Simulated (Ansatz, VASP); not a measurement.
# AlNi: VASP beside Ansatz

```
Al Ni
1.0
     2.89308    0.00000    0.00723
     0.00000    2.89308    0.00000
     0.00723    0.00000    2.89308
Al Ni
1 1
Direct
  0.00000 0.00000 0.00000
  0.50000 0.50000 0.50000
```

Change from the starting cell: strain +0.0050 x Voigt [0, 0, 0, 0, 1, 0], atoms carried along.

Alike in both runs: task single point; functional PBE; k mesh 20 × 20 × 20; occupations gaussian, width 0.15 eV; no spin polarisation.

|  | VASP | Ansatz |
| --- | --- | --- |
| version | VASP 6.6.1 | Ansatz 0.2.0 |
| potentials or method | VASP PAW PBE potentials, release 64 (Al, Ni), cutoff 520 eV | scalar-relativistic, plane waves, PAW |
| valence electrons in the cell | 13 | 21 |

Ansatz gave:

```
gap on the k mesh at the Fermi level (eV)                     : none
pressure (GPa)                                                : 0.0
traceless stress, the component that is largest in VASP (GPa) : -0.58
```

Question: Estimate VASP's values.

Answer: gap on the k mesh at the Fermi level (eV): none; pressure (GPa): -0.1; traceless stress, the component that is largest in VASP (GPa): -0.58.

A gap of «none» marks a metal or a gap that the smearing closes. The functional is the same, so the differences come from potentials, cutoffs and numerics. VASP's potentials hold 13 valence electrons a cell and Ansatz's 21, so a difference there can come from the potentials and not from the codes.
